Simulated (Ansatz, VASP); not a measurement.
MgSi in VASP and in Ansatz

```
CELL_PARAMETERS angstrom
3.13297 0.00000 0.00000
0.00000 3.13297 0.00000
0.00000 0.00000 3.53623
ATOMIC_POSITIONS crystal
Mg 0.00000 0.00000 0.00000
Si 0.50000 0.50000 0.50000
```

Alike in both runs: task single point; functional r2SCAN; k mesh 18 × 18 × 14; occupations gaussian, width 0.15 eV; no spin polarisation.

```csv
,VASP,Ansatz
version,VASP 6.6.1,Ansatz 0.2.0
potentials or method,"VASP PAW PBE potentials, release 64 (Mg, Si), cutoff 520 eV","scalar-relativistic, plane waves, PAW"
valence electrons in the cell,6,14
```

VASP gave:

```
gap on the k mesh at the Fermi level (eV)                     : none
pressure (GPa)                                                : 1.3
traceless stress, the component that is largest in VASP (GPa) : 4.26
```

Estimate Ansatz's values.

gap on the k mesh at the Fermi level (eV): none; pressure (GPa): 1.6; traceless stress, the component that is largest in VASP (GPa): 4.29.

VASP's potentials were made for PBE, not for r2SCAN. A gap of «none» marks a metal or a gap that the smearing closes. VASP's potentials hold 6 valence electrons a cell and Ansatz's 14, so a difference there can come from the potentials and not from the codes.
